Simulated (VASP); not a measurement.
# MoS2 (P6_3/mmc) in VASP: a series of runs

MoS2 is run at these levels: PBEsol; tasks: single point.

Program: VASP 6.6.1. These are calculated values, not measurements. Logs are shortened: lines on timing, memory, paths and dates and some standing lists are left out, and cuts for length are marked.

**Measured values to compare with.**

“Multiwavelength excitation Raman Scattering Analysis of bulk and 2 dimensional MoS2: Vibrational properties of atomically thin MoS2 layers”, 2015, arxiv:1506.03228 reports, for a bulk crystal of MoS2 at 300 K: band gap 1.3 eV (indirect).

How close the calculation comes is told below.

### 1 The cell of the first run

Symmetry: P6_3/mmc, No. 194, hexagonal system. Conventional cell: a = 3.319 Å, b = 3.319 Å, c = 12.346 Å, α = 90.00°, β = 90.00°, γ = 120.00°. Within 3.4 Å of Mo (site symmetry -6m2) lie 6 S at 2.45 Å and 6 Mo at 3.32 Å. Within 3.4 Å of S (site symmetry 3m) lie 3 Mo at 2.45 Å and 7 S at 3.06 to 3.32 Å.

### 2 Single point, PBEsol (19.63 Å³/atom)

File INCAR:

```
  PREC = Accurate
  ENCUT = 520
  EDIFF = 1E-7
  ISMEAR = 1
  SIGMA = 0.2
  LREAL = False
  LASPH = True
  NELM = 80
  ALGO = Normal
  ISIF = 2
  LWAVE = False
  LCHARG = False
  GGA = PS
  NBANDS = 35
```

File KPOINTS:

```
Automatic mesh
0
Gamma
  12 12 4
```

File POSCAR:

```
MoS2
1.0
    3.3186811328      0.0000000000      0.0000000000
   -1.6593405664      2.8740621681      0.0000000000
    0.0000000000      0.0000000000     12.3464894184
Mo S
2 4
Direct
    0.3333333333      0.6666666667      0.2500000000
    0.6666666667      0.3333333333      0.7500000000
    0.3333333333      0.6666666667      0.6259932117
    0.6666666667      0.3333333333      0.1259932117
    0.3333333333      0.6666666667      0.8740067883
    0.6666666667      0.3333333333      0.3740067883
```

Potentials or basis: VASP PAW PBE potentials, release 64 (Mo_sv, S).

On the command line:

```bash
$ cat potpaw_PBE.64/Mo_sv/POTCAR potpaw_PBE.64/S/POTCAR > POTCAR
$ mpirun -np 1 vasp_std > vasp.out
```

OUTCAR:

```text
PREC = Accurate
   ENCUT = 520
   EDIFF = 1E-7
   ISMEAR = 1
   LREAL = False
   LASPH = True
   NELM = 80
   ISIF = 2
   GGA = PS

 ion  position               nearest neighbor table
   1  0.333  0.667  0.250-   4 2.45   6 2.45   4 2.45   6 2.45   4 2.45   6 2.45
   2  0.667  0.333  0.750-   3 2.45   5 2.45   3 2.45   5 2.45   3 2.45   5 2.45
   3  0.333  0.667  0.626-   2 2.45   2 2.45   2 2.45
   4  0.667  0.333  0.126-   1 2.45   1 2.45   1 2.45
   5  0.333  0.667  0.874-   2 2.45   2 2.45   2 2.45
   6  0.667  0.333  0.374-   1 2.45   1 2.45   1 2.45

  LATTYP: Found a hexagonal cell.
 ALAT       =     3.3186811328
 C/A-ratio  =     3.7203000000

  Lattice vectors:

 A1 = (   3.3186811328,   0.0000000000,   0.0000000000)
 A2 = (  -1.6593405664,   2.8740621681,   0.0000000000)
 A3 = (   0.0000000000,   0.0000000000,  12.3464894184)

Analysis of symmetry for initial positions (statically):
=====================================================================
 Subroutine PRICEL returns:
 Original cell was already a primitive cell.

 Routine SETGRP: Setting up the symmetry group for a
 hexagonal supercell.

 Subroutine GETGRP returns: Found 24 space group operations
 (whereof 12 operations were pure point group operations)
 out of a pool of 24 trial point group operations.

The static configuration has the point symmetry D_3d.
 The point group associated with its full space group is D_6h.

Analysis of symmetry for dynamics (positions and initial velocities):
=====================================================================
 Subroutine PRICEL returns:
 Original cell was already a primitive cell.

 Routine SETGRP: Setting up the symmetry group for a
 hexagonal supercell.

 Subroutine GETGRP returns: Found 24 space group operations
 (whereof 12 operations were pure point group operations)
 out of a pool of 24 trial point group operations.

The dynamic configuration has the point symmetry D_3d.
 The point group associated with its full space group is D_6h.

 Subroutine INISYM returns: Found 24 space group operations
 (whereof 12 operations are pure point group operations),
 and found     1 'primitive' translations

----------------------------------------------------------------------------------------

                                     Primitive cell

  volume of cell :     117.7620

  direct lattice vectors                    reciprocal lattice vectors
     3.318681133  0.000000000  0.000000000     0.301324520  0.173969793  0.000000000
    -1.659340566  2.874062168  0.000000000     0.000000000  0.347939586  0.000000000
     0.000000000  0.000000000 12.346489418     0.000000000  0.000000000  0.080994683

  length of vectors
     3.318681133  3.318681133 12.346489418     0.347939586  0.347939586  0.080994683

  position of ions in fractional coordinates (direct lattice)
     0.333333333  0.666666667  0.250000000
     0.666666667  0.333333333  0.750000000
     0.333333333  0.666666667  0.625993212
     0.666666667  0.333333333  0.125993212
     0.333333333  0.666666667  0.874006788
     0.666666667  0.333333333  0.374006788

  ion indices of the primitive-cell ions
   primitive index   ion index
                 1           1
                 2           2
                 3           3
                 4           4
                 5           5
                 6           6

----------------------------------------------------------------------------------------

 KPOINTS: Automatic mesh

Automatic generation of k-mesh.
 Grid dimensions read from file:
 generate k-points for:   12   12    4

 Generating k-lattice:

  Cartesian coordinates                     Fractional coordinates (reciprocal lattice)
     0.025110377  0.014497483  0.000000000     0.083333333  0.000000000  0.000000000
     0.000000000  0.028994965  0.000000000     0.000000000  0.083333333  0.000000000
     0.000000000  0.000000000  0.020248671     0.000000000  0.000000000  0.250000000

  Length of vectors
     0.028994965  0.028994965  0.020248671

  Shift w.r.t. Gamma in fractional coordinates (k-lattice)
     0.000000000  0.000000000  0.000000000

 Subroutine IBZKPT returns following result:
 ===========================================

 Found     57 irreducible k-points:

 Following reciprocal coordinates:
            Coordinates               Weight
  0.000000  0.000000  0.000000      1.000000
  0.083333  0.000000  0.000000      6.000000
  0.166667  0.000000  0.000000      6.000000
  0.250000  0.000000  0.000000      6.000000
  0.333333 -0.000000  0.000000      6.000000
  0.416667  0.000000  0.000000      6.000000
[... 16 lines left out ...]
  0.250000  0.000000  0.250000     12.000000
  0.333333 -0.000000  0.250000     12.000000
 [... further k-points ...]
   k-points           NKPTS =     57   k-points in BZ     NKDIM =     57   number of bands    NBANDS=     35
   number of dos      NEDOS =    301   number of ions     NIONS =      6
   total plane-waves  NPLWV =  75264
   dimension x,y,z NGX =    28 NGY =   28 NGZ =   96
   dimension x,y,z NGXF=    56 NGYF=   56 NGZF=  192
   ions per type =               2   4
   NGX,Y,Z   is equivalent  to a cutoff of  14.03, 14.03, 12.93 a.u.
   NGXF,Y,Z  is equivalent  to a cutoff of  28.05, 28.05, 25.85 a.u.
 SYSTEM =  unknown system
   PREC   = accura    normal or accurate (medium, high low for compatibility)
   ISTART =      0    job   : 0-new  1-cont  2-samecut
   ICHARG =      2    charge: 1-file 2-atom 10-const
   ISPIN  =      1    spin polarized calculation?
   LNONCOLLINEAR =      F non collinear calculations
   LSORBIT =      F    spin-orbit coupling
   LASPH  =      T    aspherical Exc in radial PAW
   ENCUT  =  520.0 eV  38.22 Ry    6.18 a.u.   6.17  6.17 22.96*2*pi/ulx,y,z
   NELM   =     80;   NELMIN=  2; NELMDL= -5     # of ELM steps
   EDIFF  = 0.1E-06   stopping-criterion for ELM
   LREAL  =      F    real-space projection
   EDIFFG = 0.1E-05   stopping-criterion for IOM
   NSW    =      0    number of steps for IOM
   IBRION =     -1    ionic relax: 0-MD 1-quasi-New 2-CG
   NFREE  =      0    steps in history (QN), initial steepest desc. (CG)
   ISIF   =      2    stress and relaxation
   ISYM   =      2    0-nonsym 1-usesym 2-fastsym
   POTIM  = 0.5000    time-step for ionic-motion
   TEBEG  =    0.0;   TEEND  =   0.0 temperature during run
   PSTRESS=    0.0 pullay stress
   NELECT =      52.0000    total number of electrons
   NUPDOWN=      -1.0000    fix difference up-down
   EMIN   =  10.00;   EMAX   =-10.00  energy-range for DOS
   EFERMI =   0.00;   METHOD = LEGACY
   ISMEAR =     1;   SIGMA  =   0.20  broadening in eV -4-tet -1-fermi 0-gaus
   EFERMI_NEDOS =   21; number of points for ismear=-14 and -15
   IALGO  =     38    algorithm
   IMIX   =      4    mixing-type and parameters
     AMIX     =   0.40;   BMIX     =  1.00
     AMIX_MAG =   1.60;   BMIX_MAG =  1.00
  volume/ion in A,a.u.               =      19.63       132.45
  Fermi-wavevector in a.u.,A,eV,Ry     =   1.246640  2.355807 21.144951  1.554110
  Thomas-Fermi vector in A             =   2.380808
   LORBIT       =      0    0 simple, 1 ext, 2 COOP (PROOUT), +10 PAW based schemes
   GGA     = PS    functional components
   LHFCALC =     F    Hartree Fock is set to
   AEXX    =    0.0000 exact exchange contribution
   IVDW    =     0    specifies the selected vdW correction
   LEPSILON=     F    determine dielectric tensor
   LRPA    =     F    only Hartree local field effects (RPA)
 non-spin polarized calculation
 Methfessel and Paxton  Order N= 1 SIGMA  =   0.20
  energy-cutoff  :      520.00
  volume of cell :      117.76
 maximum number of plane-waves:      3192
 NGX is ok and might be reduce to    28
   NGX = 13   NGY = 13   NGZ = 45

 number of electron      51.9999996 magnetization

 Free energy of the ion-electron system (eV)
  ---------------------------------------------------
  ext. energy  EPLUGINS =         0.00000000
  ---------------------------------------------------
  free energy    TOTEN  =       -46.35004987 eV

  energy without entropy =      -46.35149888  energy(sigma->0) =      -46.35053288

 E-fermi :   6.6784     XC(G=0): -10.5002

 val. band max:        6.4916586935   @ k =   0.0000   0.0000   0.0000
 cond. band min:       6.8223427643   @ k =   0.3333   0.3333   0.2500
 fundamental gap:      0.3306840708
 Fermi energy:         6.6784042879

 k-point     1 :       0.0000    0.0000    0.0000
  band No.  band energies     occupation
      1     -55.2529      2.00000
      2     -55.2529      2.00000
      3     -29.3438      2.00000
      4     -29.3438      2.00000
      5     -29.2671      2.00000
      6     -29.2671      2.00000
[... 27 lines left out ...]
     34       8.5013     -0.00000
     35      10.9676      0.00000

 k-point     2 :       0.0833    0.0000    0.0000
  band No.  band energies     occupation
      1     -55.2515      2.00000
      2     -55.2515      2.00000
      3     -29.3407      2.00000
      4     -29.3406      2.00000
      5     -29.2838      2.00000
      6     -29.2838      2.00000
[... 27 lines left out ...]
     34       8.4048     -0.00000
     35      11.4199      0.00000

 k-point     3 :       0.1667    0.0000    0.0000
  band No.  band energies     occupation
      1     -55.2475      2.00000
      2     -55.2475      2.00000
      3     -29.3321      2.00000
      4     -29.3320      2.00000
      5     -29.3291      2.00000
      6     -29.3291      2.00000
[... 27 lines left out ...]
     34       8.7057     -0.00000
     35      12.4014      0.00000

 k-point     4 :       0.2500    0.0000    0.0000
  band No.  band energies     occupation
      1     -55.2422      2.00000
      2     -55.2422      2.00000
      3     -29.3905      2.00000
      4     -29.3905      2.00000
      5     -29.3202      2.00000
      6     -29.3202      2.00000
[... 27 lines left out ...]
     34       9.1746     -0.00000
     35      13.1532      0.00000

 k-point     5 :       0.3333   -0.0000    0.0000
  band No.  band energies     occupation
      1     -55.2368      2.00000
      2     -55.2368      2.00000
      3     -29.4512      2.00000
      4     -29.4511      2.00000
      5     -29.3100      2.00000
      6     -29.3100      2.00000
[... 638 lines left out ...]
 k-point    22 :       0.1667    0.0000    0.2500
  band No.  band energies     occupation
      1     -55.2475      2.00000
      2     -55.2475      2.00000
      3     -29.3320      2.00000
      4     -29.3320      2.00000
      5     -29.3291      2.00000
      6     -29.3291      2.00000
[... 27 lines left out ...]
     34       8.6938     -0.00000
     35      12.4464      0.00000

 k-point    23 :       0.2500    0.0000    0.2500
  band No.  band energies     occupation
      1     -55.2422      2.00000
      2     -55.2422      2.00000
      3     -29.3905      2.00000
      4     -29.3905      2.00000
      5     -29.3202      2.00000
      6     -29.3202      2.00000
[... 27 lines left out ...]
     34       9.1498     -0.00000
     35      13.1999      0.00000

 k-point    24 :       0.3333   -0.0000    0.2500
  band No.  band energies     occupation
      1     -55.2368      2.00000
      2     -55.2368      2.00000
      3     -29.4511      2.00000
      4     -29.4511      2.00000
      5     -29.3100      2.00000
      6     -29.3100      2.00000
[... 27 lines left out ...]
     34       9.5146     -0.00000
     35      12.6116      0.00000

 [... further k-points ...]
[... 5 lines left out ...]
  --------------------------------------------------------------------------------------
  -------------------------------------------------------------------------------------
  Total      -10.3599531    -10.3599531     -3.0536719      0.0000000     -0.0000000      0.0000000
  in kB     -140.9493891   -140.9493891    -41.5458634      0.0000000     -0.0000000      0.0000000
  external PRESSURE =    -107.8148805 kB  Pullay stress =       0.0000000 kB

 VOLUME and BASIS-vectors are now :
 -----------------------------------------------------------------------------
  energy-cutoff  :      520.00
  volume of cell :      117.76
      direct lattice vectors                 reciprocal lattice vectors
     3.318681133  0.000000000  0.000000000     0.301324520  0.173969793  0.000000000
    -1.659340566  2.874062168  0.000000000     0.000000000  0.347939586  0.000000000
     0.000000000  0.000000000 12.346489418     0.000000000  0.000000000  0.080994683

 POSITION                                       TOTAL-FORCE (eV/Angst)
 -----------------------------------------------------------------------------------
     -0.00000      1.91604      3.08662         0.000000     -0.000000     -0.000000
      1.65934      0.95802      9.25987         0.000000     -0.000000     -0.000000
     -0.00000      1.91604      7.72882         0.000000     -0.000000      0.500073
      1.65934      0.95802      1.55557        -0.000000      0.000000      0.500073
     -0.00000      1.91604     10.79092         0.000000     -0.000000     -0.500073
      1.65934      0.95802      4.61767        -0.000000      0.000000     -0.500073
 -----------------------------------------------------------------------------------
    total drift:                               -0.000000      0.000000     -0.000000

  FREE ENERGIE OF THE ION-ELECTRON SYSTEM (eV)
  ---------------------------------------------------
  free  energy   TOTEN  =       -46.3500498730 eV

  energy  without entropy=      -46.3514988844  energy(sigma->0) =      -46.35053288
```

Wall time 3.8 min (1 thread of AMD EPYC 7R13 (Zen 3), shared host); peak memory 0.34 GiB.

Results:

| Property | Result |
| --- | --- |
| Free energy | -46.3500 eV |
| Pressure | -10.8 GPa |
| Largest force | 0.500 eV/Å |
| Band gap on the k mesh | 0.33 eV (least direct gap 1.24 eV) |

Forces on the atoms (eV/Å):
```
Mo   0.000  0.000  0.000
Mo   0.000  0.000  0.000
S    0.000  0.000  0.500
S    0.000  0.000  0.500
S    0.000  0.000 -0.500
S    0.000  0.000 -0.500
```

Caveat: the stress differs along the axes, from -14 to -4 GPa; the PAW data sets were made with another functional, which shifts forces and pressure a little; this functional lacks dispersion, which binds layers or chains, so the pressure and a relaxed spacing across them are unreliable. A k mesh can miss the band edges.

### 3 Single point, PBEsol (20.06 Å³/atom)

This run uses another cell than the first one, of 20.06 Å³/atom.

File INCAR:

```
SYSTEM = MoS2
ALGO = Normal
EDIFF = 1E-6
ENCUT = 520
GGA = PS
ISIF = 2
ISMEAR = 1
LASPH = .TRUE.
LCHARG = .FALSE.
LREAL = .FALSE.
LWAVE = .FALSE.
NBANDS = 35
NELM = 80
PREC = Accurate
SIGMA = 0.2
```

File KPOINTS:

```
k-points
0
G
  12 12 4
  0 0 0
```

Changes to POSCAR since step 2:

```diff
@@ -2,5 +2,5 @@
 1.0
-    3.3186811328      0.0000000000      0.0000000000
-   -1.6593405664      2.8740621681      0.0000000000
-    0.0000000000      0.0000000000     12.3464894184
+    3.4666730925      0.0000000000      0.0000000000
+   -1.7333365463      3.0022269647      0.0000000000
+    0.0000000000      0.0000000000     11.5627414327
 Mo S
```

Potentials or basis: VASP PAW PBE potentials, release 64 (Mo_sv, S).

On the command line:

```bash
$ cat potpaw_PBE.64/Mo_sv/POTCAR potpaw_PBE.64/S/POTCAR > POTCAR
$ mpirun -np 1 vasp_std > vasp.out
```

Run time: 3.4 min. Hardware: 1 thread of AMD EPYC 7R13 (Zen 3), shared host; peak memory 0.32 GiB.

The run converged. Its results:

- Free energy: -45.2511 eV
- Pressure: -11.7 GPa
- Largest force: 0.330 eV/Å
- Band gap on the k mesh: zero (bands 26 and 27 overlap by 0.57 eV)

Forces on the atoms (eV/Å):
```
Mo   0.000  0.000  0.000
Mo   0.000  0.000  0.000
S    0.000  0.000 -0.330
S    0.000  0.000 -0.330
S    0.000  0.000  0.330
S    0.000  0.000  0.330
```

Stress tensor (GPa, compression positive):
```
-19.30   0.00   0.00
  0.00 -19.30   0.00
  0.00   0.00   3.60
```

Levels at points of the mesh, in eV from the Fermi level:
```tsv
k point	band 24	band 25	band 26	band 27	band 28	band 29
(0.00, 0.00, 0.00)	-0.18	-0.11	0.38	1.44	1.44	1.45
(0.50, 0.00, 0.00)	-1.64	-1.45	-1.05	0.58	0.67	0.86
(0.00, 0.00, 0.50)	-1.50	0.33	0.33	1.44	1.44	1.44
(0.50, 0.00, 0.50)	-1.91	-1.17	-1.17	0.62	0.62	0.88
```

Caveat: the stress differs along the axes, from -19 to 4 GPa; the PAW data sets were made with another functional, which shifts forces and pressure a little; this functional lacks dispersion, which binds layers or chains, so the pressure and a relaxed spacing across them are unreliable.

### 4 Single point, PBEsol (17.91 Å³/atom)

This run uses another cell than the first one, of 17.91 Å³/atom.

File INCAR:

```
  PREC = Accurate
  ENCUT = 520
  EDIFF = 1E-6
  ISMEAR = 1
  SIGMA = 0.173
  LREAL = False
  LASPH = True
  NELM = 80
  ALGO = Normal
  ISIF = 2
  LWAVE = False
  LCHARG = True
  GGA = PS
  LELF = True
  LVHAR = True
  NBANDS = 35
```

File KPOINTS:

```
regular mesh
0
Gamma
  12 12 4
```

Changes to POSCAR since step 3:

```diff
@@ -2,5 +2,5 @@
 1.0
-    3.4666730925      0.0000000000      0.0000000000
-   -1.7333365463      3.0022269647      0.0000000000
-    0.0000000000      0.0000000000     11.5627414327
+    3.0663309810      0.0000000000      0.0000000000
+   -1.5331654905      2.6555205259      0.0000000000
+    0.0000000000      0.0000000000     13.1953421105
 Mo S
```

On the command line:

```bash
$ cat potpaw_PBE.64/Mo_sv/POTCAR potpaw_PBE.64/S/POTCAR > POTCAR
$ mpirun -np 1 vasp_std > vasp.out
```

Wall time 92 s (1 thread of Intel Xeon 6975P-C (Granite Rapids), shared host); peak memory 0.32 GiB.

The run converged. Its results:

```
Free energy            : -46.6934 eV
Pressure               : -0.6 GPa
Largest force          : 0.908 eV/Å
Band gap on the k mesh : 1.19 eV (least direct gap 2.02 eV)
```

Forces on the atoms (eV/Å):
```
Mo   0.000  0.000  0.000
Mo   0.000  0.000  0.000
S    0.000  0.000  0.908
S    0.000  0.000  0.908
S    0.000  0.000 -0.908
S    0.000  0.000 -0.908
```

Stress tensor (GPa, compression positive):
```
 3.75  0.00  0.00
 0.00  3.75  0.00
 0.00  0.00 -9.36
```

Levels at points of the mesh, in eV from the valence-band top:
```
           k point  band 23  band 24  band 25  band 26  band 27  band 28  band 29  band 30
(0.00, 0.00, 0.00)    -1.13    -1.12    -1.12    -0.10     2.95     2.95     2.97     2.97
(0.50, 0.00, 0.00)    -0.87    -0.86    -0.71    -0.59     2.64     2.66     2.73     3.05
(0.00, 0.00, 0.50)    -1.13    -1.13    -0.39    -0.39     2.95     2.95     2.95     2.95
(0.50, 0.00, 0.50)    -0.87    -0.87    -0.65    -0.65     2.65     2.65     2.89     2.89
```

Caveat: the stress differs along the axes, from -9 to 4 GPa; the PAW data sets were made with another functional, which shifts forces and pressure a little; this functional lacks dispersion, which binds layers or chains, so the pressure and a relaxed spacing across them are unreliable.

(Continued in part 2 of 2.)

The gap in the log of VASP goes by the Fermi energy; the results here count the filled bands.